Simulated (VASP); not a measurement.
The system is BiAuCl4.

```
Bi Au Cl
1.0
     0.00000    4.16280    4.16280
     4.16280    0.00000    4.16280
     4.16280    4.16280    0.00000
Bi Au Cl
1 1 4
Direct
  0.00000 0.00000 0.00000
  0.75000 0.75000 0.75000
  0.37500 0.87500 0.37500
  0.37500 0.37500 0.87500
  0.37500 0.37500 0.37500
  0.87500 0.37500 0.37500
```

- Program: VASP 6.6.1
- Task: relaxation of cell and atoms
- Functional: PBE
- Potentials or basis: VASP PAW PBE potentials, release 64 (Bi_d, Au, Cl)
- Cutoff: 600 eV
- k mesh: 8 × 8 × 8
- Occupations: gaussian, width 0.1 eV
- Spin: no spin polarisation

At the start: pressure -1.1 GPa; volume 24.05 Å³/atom.

Question: Where does the relaxation end?

Answer: Over 5 steps the energy falls by 3.6 meV/atom and the volume is 23.31 Å³/atom (-3.1 %); space group F-43m (No. 216, to 0.1 Å) before and after.

Step by step:
```tsv
step	energy change (eV)	largest force (eV/Å)	pressure (GPa)	volume (Å³)
1	0.0000	0.1633	-1.15	144.27
2	-0.0197	0.0830	-0.24	140.70
3	-0.0210	0.0540	0.08	139.57
4	-0.0215	0.0197	0.03	139.74
5	-0.0215	0.0004	0.00	139.83
```

Final structure:
```xyz
6
Lattice="0.0000 4.1196 4.1196 4.1196 0.0000 4.1196 4.1196 4.1196 0.0000" Properties=species:S:1:pos:R:3 pbc="T T T"
Bi    0.0000    0.0000    0.0000
Au    6.1795    6.1795    6.1795
Cl    5.1409    3.0984    5.1409
Cl    5.1409    5.1409    3.0984
Cl    3.0984    3.0984    3.0984
Cl    3.0984    5.1409    5.1409
```
